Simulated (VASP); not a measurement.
# LiCl (P6_3/mmc) in VASP: notebook

The runs below take LiCl through single point, with HSE06, PBE, r2SCAN.

Program: VASP 6.6.1. These are calculated values, not measurements. Logs are shortened: lines on timing, memory, paths and dates and some standing lists are left out, and cuts for length are marked.

## (1) The cell of the first run

It takes space group P6_3/mmc (No. 194, hexagonal). Conventional cell: a = 4.223 Å, b = 4.223 Å, c = 5.309 Å, α = 90.00°, β = 90.00°, γ = 120.00°. Li (site symmetry -6m2) has 5 Cl at 2.44 to 2.65 Å within 3.2 Å. Cl (site symmetry -6m2) has 5 Li at 2.44 to 2.65 Å within 3.2 Å.

## (2) Single point, HSE06 (strain +1.5%)

File POSCAR:

```
LiCl
1.0
    4.2230531480      0.0000000000      0.0000000000
   -2.1115265740      3.6572713077      0.0000000000
    0.0000000000      0.0000000000      5.3094642403
Li Cl
2 2
Direct
    0.3333333333      0.6666666667      0.2500000000
    0.6666666667      0.3333333333      0.7500000000
    0.6666666667      0.3333333333      0.2500000000
    0.3333333333      0.6666666667      0.7500000000
```

File INCAR.step1:

```
ALGO     = Normal         # electronic algorithm
EDIFF    = 1E-5           # SCF threshold, eV
ENCUT    = 520            # plane-wave cutoff, eV
GGA      = PE             # functional
ISIF     = 2              # what is computed and relaxed
ISMEAR   = 0              # smearing method
LASPH    = T              # aspherical terms in the spheres
LCHARG   = F              # write CHGCAR
LREAL    = F              # projectors in reciprocal space
LWAVE    = T              # write WAVECAR
NBANDS   = 18             # bands
NELM     = 100            # most SCF steps
PREC     = Accurate       # precision mode
SIGMA    = 0.01           # smearing width, eV
```

File INCAR.step2:

```
ALGO     = Normal         # electronic algorithm
EDIFF    = 1E-6           # SCF threshold, eV
ENCUT    = 520            # plane-wave cutoff, eV
GGA      = PE             # functional
HFSCREEN = 0.2079         # screening, 1/A
ISIF     = 2              # what is computed and relaxed
ISMEAR   = 0              # smearing method
ISTART   = 1            
LASPH    = T              # aspherical terms in the spheres
LCHARG   = F              # write CHGCAR
LHFCALC  = T              # exact exchange
LREAL    = F              # projectors in reciprocal space
LWAVE    = F              # write WAVECAR
NBANDS   = 18             # bands
NELM     = 100            # most SCF steps
PREC     = Accurate       # precision mode
PRECFOCK = Normal       
SIGMA    = 0.01           # smearing width, eV
```

File KPOINTS:

```
k-points
0
Gamma
  6 6 4
```

Potentials or basis: VASP PAW PBE potentials, release 64 (Li_sv, Cl).

On the command line:

```
$ cat potpaw_PBE.64/Li_sv/POTCAR potpaw_PBE.64/Cl/POTCAR > POTCAR
$ cp INCAR.step1 INCAR
$ mpirun -np 1 vasp_std > vasp.out
$ cp INCAR.step2 INCAR
$ mpirun -np 1 vasp_std > vasp.out
```

OUTCAR:

```text
EDIFF = 1E-6
   ENCUT = 520
   GGA = PE
   HFSCREEN = 0.2079
   ISIF = 2
   ISMEAR = 0
   ISTART = 1
   LASPH = T
   LHFCALC = T
   LREAL = F
   NELM = 100
   PREC = Accurate
   PRECFOCK = Normal

 ion  position               nearest neighbor table
   1  0.333  0.667  0.250-   3 2.44   3 2.44   3 2.44
   2  0.667  0.333  0.750-   4 2.44   4 2.44   4 2.44
   3  0.667  0.333  0.250-   1 2.44   1 2.44   1 2.44
   4  0.333  0.667  0.750-   2 2.44   2 2.44   2 2.44

  LATTYP: Found a hexagonal cell.
 ALAT       =     4.2230531480
 C/A-ratio  =     1.2572572625

  Lattice vectors:

 A1 = (   4.2230531480,   0.0000000000,   0.0000000000)
 A2 = (  -2.1115265740,   3.6572713077,   0.0000000000)
 A3 = (   0.0000000000,   0.0000000000,   5.3094642403)

Analysis of symmetry for initial positions (statically):
=====================================================================
 Subroutine PRICEL returns:
 Original cell was already a primitive cell.

 Routine SETGRP: Setting up the symmetry group for a
 hexagonal supercell.

 Subroutine GETGRP returns: Found 24 space group operations
 (whereof 12 operations were pure point group operations)
 out of a pool of 24 trial point group operations.

The static configuration has the point symmetry D_3d.
 The point group associated with its full space group is D_6h.

Analysis of symmetry for dynamics (positions and initial velocities):
=====================================================================
 Subroutine PRICEL returns:
 Original cell was already a primitive cell.

 Routine SETGRP: Setting up the symmetry group for a
 hexagonal supercell.

 Subroutine GETGRP returns: Found 24 space group operations
 (whereof 12 operations were pure point group operations)
 out of a pool of 24 trial point group operations.

The dynamic configuration has the point symmetry D_3d.
 The point group associated with its full space group is D_6h.

 Subroutine INISYM returns: Found 24 space group operations
 (whereof 12 operations are pure point group operations),
 and found     1 'primitive' translations

----------------------------------------------------------------------------------------

                                     Primitive cell

  volume of cell :      82.0039

  direct lattice vectors                    reciprocal lattice vectors
     4.223053148  0.000000000  0.000000000     0.236795504  0.136713948  0.000000000
    -2.111526574  3.657271308  0.000000000     0.000000000  0.273427896  0.000000000
     0.000000000  0.000000000  5.309464240     0.000000000  0.000000000  0.188342920

  length of vectors
     4.223053148  4.223053148  5.309464240     0.273427896  0.273427896  0.188342920

  position of ions in fractional coordinates (direct lattice)
     0.333333333  0.666666667  0.250000000
     0.666666667  0.333333333  0.750000000
     0.666666667  0.333333333  0.250000000
     0.333333333  0.666666667  0.750000000

  ion indices of the primitive-cell ions
   primitive index   ion index
                 1           1
                 2           2
                 3           3
                 4           4

----------------------------------------------------------------------------------------

 KPOINTS: k-points

Automatic generation of k-mesh.
 Grid dimensions read from file:
 generate k-points for:    6    6    4

 Generating k-lattice:

  Cartesian coordinates                     Fractional coordinates (reciprocal lattice)
     0.039465917  0.022785658  0.000000000     0.166666667 -0.000000000  0.000000000
     0.000000000  0.045571316  0.000000000     0.000000000  0.166666667  0.000000000
     0.000000000  0.000000000  0.047085730     0.000000000  0.000000000  0.250000000

  Length of vectors
     0.045571316  0.045571316  0.047085730

  Shift w.r.t. Gamma in fractional coordinates (k-lattice)
     0.000000000  0.000000000  0.000000000

 Subroutine IBZKPT returns following result:
 ===========================================

 Found     21 irreducible k-points:

 Following reciprocal coordinates:
            Coordinates               Weight
  0.000000  0.000000  0.000000      1.000000
  0.166667  0.000000  0.000000      6.000000
  0.333333  0.000000  0.000000      6.000000
  0.500000  0.000000  0.000000      3.000000
  0.166667  0.166667  0.000000      6.000000
  0.333333  0.166667  0.000000     12.000000
[... 13 lines left out ...]
  0.333333  0.166667  0.500000     12.000000
  0.333333  0.333333  0.500000      2.000000
   k-points           NKPTS =     21   k-points in BZ     NKDIM =    144   number of bands    NBANDS=     18
   number of dos      NEDOS =    301   number of ions     NIONS =      4
   total plane-waves  NPLWV =  40960
   dimension x,y,z NGX =    32 NGY =   32 NGZ =   40
   dimension x,y,z NGXF=    64 NGYF=   64 NGZF=   80
   ions per type =               2   2
   NGX,Y,Z   is equivalent  to a cutoff of  12.60, 12.60, 12.52 a.u.
   NGXF,Y,Z  is equivalent  to a cutoff of  25.19, 25.19, 25.05 a.u.
 SYSTEM =  unknown system
   PREC   = accura    normal or accurate (medium, high low for compatibility)
   ISTART =      1    job   : 0-new  1-cont  2-samecut
   ICHARG =      0    charge: 1-file 2-atom 10-const
   ISPIN  =      1    spin polarized calculation?
   LNONCOLLINEAR =      F non collinear calculations
   LSORBIT =      F    spin-orbit coupling
   LASPH  =      T    aspherical Exc in radial PAW
   ENCUT  =  520.0 eV  38.22 Ry    6.18 a.u.   7.85  7.85  9.87*2*pi/ulx,y,z
   NELM   =    100;   NELMIN=  2; NELMDL=  0     # of ELM steps
   EDIFF  = 0.1E-05   stopping-criterion for ELM
   LREAL  =      F    real-space projection
   EDIFFG = 0.1E-04   stopping-criterion for IOM
   NSW    =      0    number of steps for IOM
   IBRION =     -1    ionic relax: 0-MD 1-quasi-New 2-CG
   NFREE  =      0    steps in history (QN), initial steepest desc. (CG)
   ISIF   =      2    stress and relaxation
   ISYM   =      3    0-nonsym 1-usesym 2-fastsym
   POTIM  = 0.5000    time-step for ionic-motion
   TEBEG  =    0.0;   TEEND  =   0.0 temperature during run
   PSTRESS=    0.0 pullay stress
   NELECT =      20.0000    total number of electrons
   NUPDOWN=      -1.0000    fix difference up-down
   EMIN   =  10.00;   EMAX   =-10.00  energy-range for DOS
   EFERMI =   0.00;   METHOD = LEGACY
   ISMEAR =     0;   SIGMA  =   0.01  broadening in eV -4-tet -1-fermi 0-gaus
   EFERMI_NEDOS =   21; number of points for ismear=-14 and -15
   IALGO  =     38    algorithm
   IMIX   =      1    mixing-type and parameters
     AMIX     =   0.40;   BMIX     =  1.00
     AMIX_MAG =   1.60;   BMIX_MAG =  1.00
  volume/ion in A,a.u.               =      20.50       138.35
  Fermi-wavevector in a.u.,A,eV,Ry     =   1.022838  1.932883 14.234371  1.046197
  Thomas-Fermi vector in A             =   2.156539
   LORBIT       =      0    0 simple, 1 ext, 2 COOP (PROOUT), +10 PAW based schemes
   GGA     = PE    functional components
   LHFCALC =     T    Hartree Fock is set to
   PRECFOCK=normal    Normal, Fast or Accurate (Low or Medium for compatibility)
   ENCUT4O =  -1.0   cutoff for four orbital integrals eV
   NKREDX  =     1    reduce k-point grid by
   NKREDY  =     1    reduce k-point grid by
   NKREDZ  =     1    reduce k-point grid by
   AEXX    =    0.2500 exact exchange contribution
   HFSCREEN=    0.2079 screening length (either q_TF or 0.3 A-1)
   HFSCREENC=   0.2079 screening length for correlation (either q_TF or 0.3 A-1)
   ENCUTFOCK=  -1.0 apply spherical cutoff to Coloumb kernel
   IVDW    =     0    specifies the selected vdW correction
   LEPSILON=     F    determine dielectric tensor
   LRPA    =     F    only Hartree local field effects (RPA)
 non-spin polarized calculation
 Gauss-broadening in eV      SIGMA  =   0.01
  energy-cutoff  :      520.00
  volume of cell :       82.00
 maximum number of plane-waves:      2222
 NGX is ok and might be reduce to    32
  NGX = 24; NGY = 24; NGZ = 30

 number of electron      19.9999980 magnetization

 Free energy of the ion-electron system (eV)
  ---------------------------------------------------
  ext. energy  EPLUGINS =         0.00000000
  ---------------------------------------------------
  free energy    TOTEN  =       -16.90996296 eV

  energy without entropy =      -16.90996296  energy(sigma->0) =      -16.90996296

 E-fermi :  -1.4783     XC(G=0):  -6.4628

 val. band max:       -1.5849635113   @ k =   0.0000   0.0000   0.0000
 cond. band min:       5.2221412986   @ k =   0.0000   0.0000   0.0000
 fundamental gap:      6.8071048099
 Fermi energy:        -1.4782710573

 k-point     1 :       0.0000    0.0000    0.0000
  band No.  band energies     occupation
      1     -47.9312      2.00000
      2     -47.9276      2.00000
      3     -16.0460      2.00000
      4     -15.3303      2.00000
      5      -4.3815      2.00000
      6      -2.9726      2.00000
[... 10 lines left out ...]
     17      11.3371      0.00000
     18      11.7422      0.00000

 k-point     2 :       0.1667    0.0000    0.0000
  band No.  band energies     occupation
      1     -47.9309      2.00000
      2     -47.9277      2.00000
      3     -15.9879      2.00000
      4     -15.3553      2.00000
      5      -4.2205      2.00000
      6      -3.1843      2.00000
[... 10 lines left out ...]
     17      10.5229      0.00000
     18      11.1839      0.00000

 k-point     3 :       0.3333    0.0000    0.0000
  band No.  band energies     occupation
      1     -47.9303      2.00000
      2     -47.9281      2.00000
      3     -15.8445      2.00000
      4     -15.4315      2.00000
      5      -3.7966      2.00000
      6      -3.6325      2.00000
[... 10 lines left out ...]
     17      10.8191      0.00000
     18      11.4382      0.00000

 k-point     4 :       0.5000    0.0000    0.0000
  band No.  band energies     occupation
      1     -47.9297      2.00000
      2     -47.9286      2.00000
      3     -15.7360      2.00000
      4     -15.5059      2.00000
      5      -3.8574      2.00000
      6      -3.4796      2.00000
[... 312 lines left out ...]
      4     -15.6602      2.00000
      5      -3.7692      2.00000
      6      -3.7692      2.00000
[... 10 lines left out ...]
     17      10.6532      0.00000
     18      10.6532      0.00000

 k-point    20 :       0.3333    0.1667    0.5000
  band No.  band energies     occupation
      1     -47.9292      2.00000
      2     -47.9292      2.00000
      3     -15.6260      2.00000
      4     -15.6260      2.00000
      5      -4.0139      2.00000
      6      -4.0139      2.00000
[... 10 lines left out ...]
     17      11.6292      0.00000
     18      11.6292      0.00000

 k-point    21 :       0.3333    0.3333    0.5000
  band No.  band energies     occupation
      1     -47.9292      2.00000
      2     -47.9292      2.00000
      3     -15.6145      2.00000
      4     -15.6145      2.00000
      5      -3.9563      2.00000
      6      -3.9563      2.00000
[... 10 lines left out ...]
     17      11.5584      0.00000
     18      11.5584      0.00000

------------------------ aborting loop because EDIFF is reached ----------------------------------------

  FORCE on cell =-STRESS in cart. coord.  units (eV):
  Direction    XX          YY          ZZ          XY          YZ          ZX
  --------------------------------------------------------------------------------------
  -------------------------------------------------------------------------------------
  Total       -0.5714398     -0.5714398     -0.4921445      0.0000000     -0.0000000      0.0000000
  in kB      -11.1646894    -11.1646894     -9.6154311      0.0000000     -0.0000000      0.0000000
  external PRESSURE =     -10.6482700 kB  Pullay stress =       0.0000000 kB

 VOLUME and BASIS-vectors are now :
 -----------------------------------------------------------------------------
  energy-cutoff  :      520.00
  volume of cell :       82.00
      direct lattice vectors                 reciprocal lattice vectors
     4.223053148  0.000000000  0.000000000     0.236795504  0.136713948  0.000000000
    -2.111526574  3.657271308  0.000000000     0.000000000  0.273427896  0.000000000
     0.000000000  0.000000000  5.309464240     0.000000000  0.000000000  0.188342920

 POSITION                                       TOTAL-FORCE (eV/Angst)
 -----------------------------------------------------------------------------------
     -0.00000      2.43818      1.32737         0.000000     -0.000000      0.000000
      2.11153      1.21909      3.98210        -0.000000      0.000000     -0.000000
      2.11153      1.21909      1.32737         0.000000      0.000000     -0.000000
     -0.00000      2.43818      3.98210        -0.000000     -0.000000     -0.000000
 -----------------------------------------------------------------------------------
    total drift:                               -0.000000      0.000000     -0.000000

  FREE ENERGIE OF THE ION-ELECTRON SYSTEM (eV)
  ---------------------------------------------------
  free  energy   TOTEN  =       -16.9099629568 eV

  energy  without entropy=      -16.9099629568  energy(sigma->0) =      -16.90996296
```

Run time: 15 min. Hardware: 1 thread of Intel Xeon 6975P-C (Granite Rapids), shared host; peak memory 0.33 GiB.

What came out:

```yaml
Free_energy: -16.9100 eV
Band_gap_on_the_k_mesh: 6.81 eV, direct
```

Levels at points of the mesh, in eV from the valence-band top:
```tsv
k point	band 6	band 7	band 8	band 9	band 10	band 11	band 12	band 13	band 14	band 15
(0.00, 0.00, 0.00)	-1.39	-1.39	-0.61	-0.61	0.00	6.81	9.31	10.21	10.21	11.59
(0.50, 0.00, 0.00)	-1.89	-1.86	-1.43	-0.97	-0.65	8.57	9.73	10.21	11.60	11.82
(0.00, 0.00, 0.50)	-1.47	-1.00	-1.00	-1.00	-1.00	8.77	8.77	10.23	10.23	10.23
(0.50, 0.00, 0.50)	-2.53	-1.32	-1.32	-0.48	-0.48	8.50	8.50	10.67	10.67	12.81
```

Caveat: the cell differs from its parent crystal (strain +1.5%); the cutoff is under 1.25 times the usual one of these potentials, so pressure, stress and relaxed cells hold a basis-set (Pulay) error; the PAW data sets were made with another functional, which shifts forces and pressure a little.

## (3) Single point, PBE (strain +1.5%)

File INCAR:

```
SYSTEM = LiCl
PREC = Accurate
ENCUT = 520
EDIFF = 1E-7
ISMEAR = -1
SIGMA = 0.02
LREAL = .False.
LASPH = .True.
NELM = 100
ALGO = Normal
ISIF = 2
LWAVE = .False.
LCHARG = .True.
GGA = PE
LELF = .True.
LVHAR = .True.
NBANDS = 18
```

File KPOINTS:

```
Automatic mesh
0
Gamma
  12 12 6
  0 0 0
```

POSCAR is that of step 2.

Potentials or basis: VASP PAW PBE potentials, release 64 (Li_sv, Cl).

On the command line:

```
$ cat potpaw_PBE.64/Li_sv/POTCAR potpaw_PBE.64/Cl/POTCAR > POTCAR
$ mpirun -np 1 vasp_std > vasp.out
```

Wall time 37 s (1 thread of Intel Xeon 6975P-C (Granite Rapids), shared host); peak memory 0.23 GiB.

Results (log left out):

```yaml
Free_energy: -14.7858 eV
Band_gap_on_the_k_mesh: 5.53 eV, direct
```

Levels at points of the mesh, in eV from the valence-band top:
| k point | band 6 | band 7 | band 8 | band 9 | band 10 | band 11 | band 12 | band 13 | band 14 | band 15 |
| --- | --- | --- | --- | --- | --- | --- | --- | --- | --- | --- |
| (0.00, 0.00, 0.00) | -1.29 | -1.29 | -0.56 | -0.56 | 0.00 | 5.53 | 7.93 | 8.79 | 8.79 | 10.07 |
| (0.50, 0.00, 0.00) | -1.77 | -1.73 | -1.33 | -0.91 | -0.61 | 7.28 | 8.29 | 8.88 | 10.08 | 10.39 |
| (0.00, 0.00, 0.50) | -1.38 | -0.93 | -0.93 | -0.93 | -0.93 | 7.44 | 7.44 | 8.81 | 8.81 | 8.81 |
| (0.50, 0.00, 0.50) | -2.35 | -1.24 | -1.24 | -0.46 | -0.46 | 7.18 | 7.18 | 9.21 | 9.21 | 11.25 |

Caveat: the cell differs from its parent crystal (strain +1.5%); the cutoff is under 1.25 times the usual one of these potentials, so pressure, stress and relaxed cells hold a basis-set (Pulay) error. A k mesh can miss the band edges.

(Continued in part 2 of 2.)
